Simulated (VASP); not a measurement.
# TiGe4Mo (P4/mmm) in VASP: further runs, part 2 of 2

VASP 6.6.1. The steps go on from the part before.

## 4. Relaxation of cell and atoms, PBE

Input file INCAR:

```
PREC = Accurate
ENCUT = 600
EDIFF = 1E-6
ISMEAR = 0
SIGMA = 0.1
LREAL = F
LASPH = T
NELM = 80
ALGO = Normal
ISIF = 3
LWAVE = F
LCHARG = F
GGA = PE
IBRION = 2
NSW = 90
EDIFFG = -0.04
```

Input file KPOINTS:

```
Automatic mesh
0
Gamma
  6 6 2
```

Input file POSCAR:

```
TiGe4Mo
1.0
    3.5401402700      0.0000000000      0.0000000000
    0.0000000000      3.5401402700      0.0000000000
    0.0000000000      0.0000000000      8.7286892900
Ti Ge Mo
1 4 1
Direct
    0.0000000000      0.0000000000      0.0000000000
    0.0000000000      0.0000000000      0.6616742600
    0.5000000000      0.5000000000      0.1616742600
    0.0000000000      0.0000000000      0.3383257400
    0.5000000000      0.5000000000      0.8383257400
    0.5000000000      0.5000000000      0.5000000000
```

Potentials or basis: VASP PAW PBE potentials, release 64 (Ti_sv, Ge_d, Mo_sv).

Started as:

```console
$ cat potpaw_PBE.64/Ti_sv/POTCAR potpaw_PBE.64/Ge_d/POTCAR potpaw_PBE.64/Mo_sv/POTCAR > POTCAR
$ mpirun -np 1 vasp_std > vasp.out
```

OUTCAR:

```text
PREC = Accurate
   ENCUT = 600
   EDIFF = 1E-6
   ISMEAR = 0
   LREAL = F
   LASPH = T
   NELM = 80
   ISIF = 3
   GGA = PE
   IBRION = 2
   NSW = 90
   EDIFFG = -0.04

 ion  position               nearest neighbor table
   1  0.000  0.000  0.000-   3 2.87   5 2.87   3 2.87   5 2.87   3 2.87   5 2.87   3 2.87   5 2.87

   2  0.000  0.000  0.662-   4 2.82   6 2.87   6 2.87   6 2.87   6 2.87
   3  0.500  0.500  0.162-   5 2.82   1 2.87   1 2.87   1 2.87   1 2.87   6 2.95
   4  0.000  0.000  0.338-   2 2.82   6 2.87   6 2.87   6 2.87   6 2.87
   5  0.500  0.500  0.838-   3 2.82   1 2.87   1 2.87   1 2.87   1 2.87   6 2.95
   6  0.500  0.500  0.500-   2 2.87   4 2.87   2 2.87   4 2.87   2 2.87   4 2.87   2 2.87   4 2.87
                             3 2.95   5 2.95

  LATTYP: Found a simple tetragonal cell.
 ALAT       =     3.5401402700
 C/A-ratio  =     2.4656337389

  Lattice vectors:

 A1 = (   3.5401402700,   0.0000000000,   0.0000000000)
 A2 = (   0.0000000000,   3.5401402700,   0.0000000000)
 A3 = (   0.0000000000,   0.0000000000,   8.7286892900)

Analysis of symmetry for initial positions (statically):
=====================================================================
 Subroutine PRICEL returns:
 Original cell was already a primitive cell.

 Routine SETGRP: Setting up the symmetry group for a
 simple tetragonal supercell.

 Subroutine GETGRP returns: Found 16 space group operations
 (whereof 16 operations were pure point group operations)
 out of a pool of 16 trial point group operations.

The static configuration has the point symmetry D_4h.

Analysis of symmetry for dynamics (positions and initial velocities):
=====================================================================
 Subroutine PRICEL returns:
 Original cell was already a primitive cell.

 Routine SETGRP: Setting up the symmetry group for a
 simple tetragonal supercell.

 Subroutine GETGRP returns: Found 16 space group operations
 (whereof 16 operations were pure point group operations)
 out of a pool of 16 trial point group operations.

[... 143 lines left out ...]

 number of electron      81.9999960 magnetization

 Free energy of the ion-electron system (eV)
  ---------------------------------------------------
  ext. energy  EPLUGINS =         0.00000000
  ---------------------------------------------------
  free energy    TOTEN  =       -37.41830312 eV

  energy without entropy =      -37.40350671  energy(sigma->0) =      -37.41090492

------------------------ aborting loop because EDIFF is reached ----------------------------------------

  FORCE on cell =-STRESS in cart. coord.  units (eV):
  Direction    XX          YY          ZZ          XY          YZ          ZX
  --------------------------------------------------------------------------------------
  -------------------------------------------------------------------------------------
  Total      -10.0247770    -10.0247770     -7.9885602      0.0000000      0.0000000      0.0000000
  in kB     -146.8234172   -146.8234172   -117.0008771      0.0000000      0.0000000      0.0000000
  external PRESSURE =    -136.8825705 kB  Pullay stress =       0.0000000 kB
[... 27 lines left out ...]
--------------------------------------- Ionic step        2  -------------------------------------------

 number of electron      82.0000017 magnetization

 E-fermi :  10.0698     XC(G=0): -12.8590

 val. band max:       10.0580387318   @ k =   0.1667   0.0000   0.0000
 cond. band min:      10.0737501479   @ k =   0.1667   0.1667   0.0000
 fundamental gap:      0.0157114160
 Fermi energy:        10.0697865758

 k-point     1 :       0.0000    0.0000    0.0000
  band No.  band energies     occupation
      1     -50.4765      2.00000
      2     -46.0586      2.00000
      3     -24.6393      2.00000
      4     -24.5531      2.00000
      5     -24.5531      2.00000
      6     -22.4334      2.00000
[... 1102 lines left out ...]
  FREE ENERGIE OF THE ION-ELECTRON SYSTEM (eV)
  ---------------------------------------------------
  free  energy   TOTEN  =       -38.1392852307 eV

  energy  without entropy=      -38.1265762281  energy(sigma->0) =      -38.13293073

[... ionic steps 4 to 7 ...]

--------------------------------------- Ionic step        8  -------------------------------------------

 number of electron      81.9999986 magnetization

------------------------ aborting loop because EDIFF is reached ----------------------------------------
[... 75 lines left out ...]
--------------------------------------- Ionic step       10  -------------------------------------------

 number of electron      81.9999979 magnetization

 Free energy of the ion-electron system (eV)
  ---------------------------------------------------
  ext. energy  EPLUGINS =         0.00000000
  ---------------------------------------------------
  free energy    TOTEN  =       -38.16143476 eV

  energy without entropy =      -38.15192665  energy(sigma->0) =      -38.15668070

 E-fermi :   8.9361     XC(G=0): -12.3566

 val. band max:        8.9346820976   @ k =   0.1667   0.1667   0.0000
 cond. band min:       8.9521765926   @ k =   0.5000   0.5000   0.5000
 fundamental gap:      0.0174944951
 Fermi energy:         8.9360645494

 k-point     1 :       0.0000    0.0000    0.0000
  band No.  band energies     occupation
      1     -51.7291      2.00000
      2     -47.5405      2.00000
      3     -25.8558      2.00000
      4     -25.7747      2.00000
      5     -25.7747      2.00000
      6     -23.8839      2.00000
[... 1062 lines left out ...]
  FREE ENERGIE OF THE ION-ELECTRON SYSTEM (eV)
  ---------------------------------------------------
  free  energy   TOTEN  =       -38.1614347558 eV

  energy  without entropy=      -38.1519266486  energy(sigma->0) =      -38.15668070

 reached required accuracy - stopping structural energy minimisation
```

OSZICAR:

```text
N       E                     dE             d eps       ncg     rms          rms(c)
DAV:   1     0.113047483896E+04    0.11305E+04   -0.41865E+04  2513   0.474E+03
DAV:   2     0.178671187366E+03   -0.95180E+03   -0.92046E+03  1984   0.117E+03
DAV:   3    -0.191178781552E+02   -0.19779E+03   -0.19164E+03  2033   0.301E+02
[... 109 lines left out ...]
DAV:   5    -0.381614392805E+02    0.53807E-03   -0.20266E-03  2362   0.468E-01    0.557E-02
DAV:   6    -0.381614359235E+02    0.33571E-05   -0.29829E-04  2826   0.228E-01    0.420E-02
DAV:   7    -0.381614369606E+02   -0.10372E-05   -0.82014E-05  2548   0.177E-01    0.150E-02
DAV:   8    -0.381614344685E+02    0.24921E-05   -0.22680E-05  2846   0.960E-02    0.522E-03
DAV:   9    -0.381614347558E+02   -0.28728E-06   -0.25578E-06  1455   0.251E-02
  10 F= -.38161435E+02 E0= -.38156681E+02  d E =-.957103E-03
```

Run time: 11 min. Hardware: 1 thread of AMD EPYC 9R45 (Zen 5), shared host; peak memory 0.28 GiB.

Results:

| Item | Value |
| --- | --- |
| Free energy | -38.1614 eV |
| Relaxed volume | 15.82 Å³/atom |
| Relaxed cell | a = 3.344 Å, b = 3.344 Å, c = 8.490 Å, α = 90.00°, β = 90.00°, γ = 90.00° |
| Space group after relaxing (to 0.05 Å) | P4/mmm (No. 123) |
| Energy gained by relaxing | 123.9 meV/atom |
| Ionic steps | 10 |
| Pressure after relaxing | -0.1 GPa |
| Largest force after relaxing | 0.019 eV/Å |
| Band gap on the k mesh | zero (band 41 reaches 9.67 eV, above the bottom of band 42 at 7.91 eV) |

Forces on the atoms (eV/Å):
```
Ti   0.000  0.000  0.000
Ge   0.000  0.000  0.008
Ge   0.000  0.000 -0.019
Ge   0.000  0.000 -0.008
Ge   0.000  0.000  0.019
Mo   0.000  0.000  0.000
```

Stress tensor (GPa, compression positive):
```
-0.17  0.00  0.00
 0.00 -0.17  0.00
 0.00  0.00  0.09
```

The path:
```tsv
step	energy change (eV)	largest force (eV/Å)	pressure (GPa)	volume (Å³)
1	0.0000	0.4341	-13.69	109.39
2	-0.3373	0.6996	15.99	86.53
3	-0.7210	0.2347	-0.04	95.08
4	-0.7210	0.2394	0.43	94.81
5	-0.7396	0.1634	0.29	94.66
6	-0.7399	0.1511	0.33	94.64
7	-0.7421	0.0789	-0.35	95.05
8	-0.7422	0.0681	-0.21	95.12
9	-0.7422	0.0546	-0.48	95.25
10	-0.7431	0.0192	-0.08	94.94
```

Final structure:
```
Ti Ge Mo
1.0
     3.34401    0.00000    0.00000
     0.00000    3.34401    0.00000
     0.00000    0.00000    8.48991
Ti Ge Mo
1 4 1
Direct
  0.00000 0.00000 0.00000
  0.00000 0.00000 0.66007
  0.50000 0.50000 0.16556
  0.00000 0.00000 0.33993
  0.50000 0.50000 0.83444
  0.50000 0.50000 0.50000
```

Levels at points of the mesh, in eV from the Fermi level:
| k point | band 39 | band 40 | band 41 | band 42 | band 43 | band 44 |
| --- | --- | --- | --- | --- | --- | --- |
| (0.00, 0.00, 0.00) | 0.27 | 0.27 | 0.69 | 0.69 | 0.71 | 2.00 |
| (0.50, 0.00, 0.00) | -1.00 | -0.14 | 0.06 | 1.38 | 1.93 | 2.64 |
| (0.50, 0.50, 0.00) | -1.54 | -1.54 | -0.65 | -0.65 | 2.09 | 2.24 |
| (0.00, 0.00, 0.50) | -0.34 | -0.34 | 0.71 | 1.24 | 1.41 | 2.00 |
| (0.50, 0.00, 0.50) | -0.54 | -0.36 | 0.37 | 1.48 | 2.07 | 2.63 |
| (0.50, 0.50, 0.50) | -1.47 | -1.47 | -0.77 | -0.77 | 0.02 | 0.83 |

## 5. Single point, PBE

This run uses another cell than the first one, of 15.79 Å³/atom, 0.866 times its volume.

Input file INCAR:

```
SYSTEM = TiGe4Mo
PREC     = Accurate       ! precision mode
ENCUT    = 520            ! plane-wave cutoff, eV
EDIFF    = 1E-7           ! SCF threshold, eV
ISMEAR   = 0              ! smearing method
SIGMA    = 0.1            ! smearing width, eV
LREAL    = .FALSE.        ! projectors in reciprocal space
LASPH    = .TRUE.         ! aspherical terms in the spheres
NELM     = 80             ! most SCF steps
ALGO     = Normal         ! electronic algorithm
ISIF     = 2              ! what is computed and relaxed
LWAVE    = .FALSE.        ! write WAVECAR
LCHARG   = .FALSE.        ! write CHGCAR
GGA      = PE             ! functional
NBANDS   = 50             ! bands
```

Input file KPOINTS:

```
Automatic mesh
0
G
  12 12 6
  0 0 0
```

Input file POSCAR:

```
TiGe4Mo
1.0
    3.3387942379      0.0000000000      0.0000000000
    0.0000000000      3.3387942379      0.0000000000
    0.0000000000      0.0000000000      8.4967955512
Ti Ge Mo
1 4 1
Direct
    0.0000000000      0.0000000000      0.0000000000
    0.0000000000      0.0000000000      0.6599245570
    0.5000000000      0.5000000000      0.1665093022
    0.0000000000      0.0000000000      0.3400754430
    0.5000000000      0.5000000000      0.8334906978
    0.5000000000      0.5000000000      0.5000000000
```

Potentials or basis: VASP PAW PBE potentials, release 64 (Ti_sv, Ge_d, Mo_sv).

Started as:

```console
$ cat potpaw_PBE.64/Ti_sv/POTCAR potpaw_PBE.64/Ge_d/POTCAR potpaw_PBE.64/Mo_sv/POTCAR > POTCAR
$ mpirun -np 1 vasp_std > vasp.out
```

OUTCAR:

```text
SYSTEM = TiGe4Mo
   PREC = Accurate
   ENCUT = 520
   EDIFF = 1E-7
   ISMEAR = 0
   LREAL = .FALSE.
   LASPH = .TRUE.
   NELM = 80
   ISIF = 2
   GGA = PE

 ion  position               nearest neighbor table
   1  0.000  0.000  0.000-   3 2.75   5 2.75   3 2.75   5 2.75   3 2.75   5 2.75   3 2.75   5 2.75
                             4 2.89   2 2.89
   2  0.000  0.000  0.660-   4 2.72   6 2.72   6 2.72   6 2.72   6 2.72   5 2.78   5 2.78   5 2.78
                             5 2.78   1 2.89
   3  0.500  0.500  0.167-   1 2.75   1 2.75   1 2.75   1 2.75   4 2.78   4 2.78   4 2.78   4 2.78
                             5 2.83   6 2.83
   4  0.000  0.000  0.340-   2 2.72   6 2.72   6 2.72   6 2.72   6 2.72   3 2.78   3 2.78   3 2.78
                             3 2.78   1 2.89
[... 1485 lines left out ...]
  Total        0.1058506      0.1058506      0.1109984      0.0000000      0.0000000      0.0000000
  in kB        1.7904803      1.7904803      1.8775561      0.0000000      0.0000000      0.0000000
  external PRESSURE =       1.8195056 kB  Pullay stress =       0.0000000 kB

 VOLUME and BASIS-vectors are now :
 -----------------------------------------------------------------------------
  energy-cutoff  :      520.00
  volume of cell :       94.72
      direct lattice vectors                 reciprocal lattice vectors
     3.338794238  0.000000000  0.000000000     0.299509322  0.000000000  0.000000000
     0.000000000  3.338794238  0.000000000     0.000000000  0.299509322  0.000000000
     0.000000000  0.000000000  8.496795551     0.000000000  0.000000000  0.117691428

 POSITION                                       TOTAL-FORCE (eV/Angst)
 -----------------------------------------------------------------------------------
      0.00000      0.00000      0.00000        -0.000000     -0.000000     -0.000000
      0.00000      0.00000      5.60724         0.000000     -0.000000      0.009335
      1.66940      1.66940      1.41480        -0.000000      0.000000     -0.004667
      0.00000      0.00000      2.88955        -0.000000     -0.000000     -0.009335
      1.66940      1.66940      7.08200        -0.000000     -0.000000      0.004667
      1.66940      1.66940      4.24840        -0.000000     -0.000000     -0.000000
 -----------------------------------------------------------------------------------
    total drift:                                0.000000      0.000000      0.000000

  FREE ENERGIE OF THE ION-ELECTRON SYSTEM (eV)
  ---------------------------------------------------
  free  energy   TOTEN  =       -38.1237140572 eV

  energy  without entropy=      -38.1115792683  energy(sigma->0) =      -38.11764666
```

stdout:

```text
POSCAR found type information on POSCAR TiGeMo
 POSCAR found :  3 types and       6 ions
 scaLAPACK will be used
 LDA part: xc-table for (Slater+PW92), standard interpolation
 POSCAR, INCAR and KPOINTS ok, starting setup
 FFT: planning ... GRIDC
 FFT: planning ... GRID_SOFT
 FFT: planning ... GRID
 WAVECAR not read
 entering main loop
```

It took 7.8 min on 1 thread of AMD EPYC 9R45 (Zen 5), shared host; peak memory 0.52 GiB.

Results:

| Item | Value |
| --- | --- |
| Free energy | -38.1237 eV |
| Pressure | 0.2 GPa |
| Largest force | 0.009 eV/Å |
| Band gap on the k mesh | zero (band 41 reaches 9.71 eV, above the bottom of band 42 at 7.95 eV) |

Forces in eV/Å, atoms in the order of the input:
```
Ti   0.000  0.000  0.000
Ge   0.000  0.000  0.009
Ge   0.000  0.000 -0.005
Ge   0.000  0.000 -0.009
Ge   0.000  0.000  0.005
Mo   0.000  0.000  0.000
```

Levels at points of the mesh, in eV from the Fermi level:
| k point | band 38 | band 39 | band 40 | band 41 | band 42 | band 43 | band 44 | band 45 |
| --- | --- | --- | --- | --- | --- | --- | --- | --- |
| (0.00, 0.00, 0.00) | -0.53 | 0.17 | 0.17 | 0.59 | 0.59 | 0.64 | 1.90 | 2.90 |
| (0.50, 0.00, 0.00) | -1.58 | -1.10 | -0.22 | -0.01 | 1.27 | 1.87 | 2.54 | 2.57 |
| (0.50, 0.50, 0.00) | -3.00 | -1.65 | -1.65 | -0.74 | -0.74 | 2.03 | 2.17 | 2.49 |
| (0.00, 0.00, 0.50) | -0.54 | -0.45 | -0.45 | 0.64 | 1.15 | 1.32 | 1.90 | 2.08 |
| (0.50, 0.00, 0.50) | -1.55 | -0.64 | -0.44 | 0.30 | 1.37 | 2.00 | 2.54 | 2.92 |
| (0.50, 0.50, 0.50) | -1.89 | -1.56 | -1.56 | -0.88 | -0.88 | -0.08 | 0.72 | 2.03 |

## 6. Overview

| task | cell | k mesh | cutoff (eV) | gap on the mesh (eV) | pressure (GPa) | largest force (eV/Å) |
| --- | --- | --- | --- | --- | --- | --- |
| single point | a = 3.540, b = 3.540, c = 8.729 Å, 6 atoms | 6 × 6 × 2 | 520 | none | -13.7 | 0.43 |
| single point | a = 3.342, b = 3.342, c = 8.490 Å, 6 atoms | 6 × 6 × 2 | 520 | none | 0.2 | 0.01 |
| relaxation of cell and atoms | relaxed from a = 3.540, b = 3.540, c = 8.729 Å, 6 atoms | 6 × 6 × 2 | 600 | none | -0.1 | 0.02 |
| single point | a = 3.339, b = 3.339, c = 8.497 Å, 6 atoms | 12 × 12 × 6 | 520 | none | 0.2 | 0.01 |

Alike in all rows: level PBE; potentials or basis VASP PAW PBE potentials, release 64 (Ti_sv, Ge_d, Mo_sv); no spin polarisation; smearing gaussian 0.1 eV.

Caveats: some runs use coarse meshes.

Absolute energies hang on the potentials; compare differences alone.
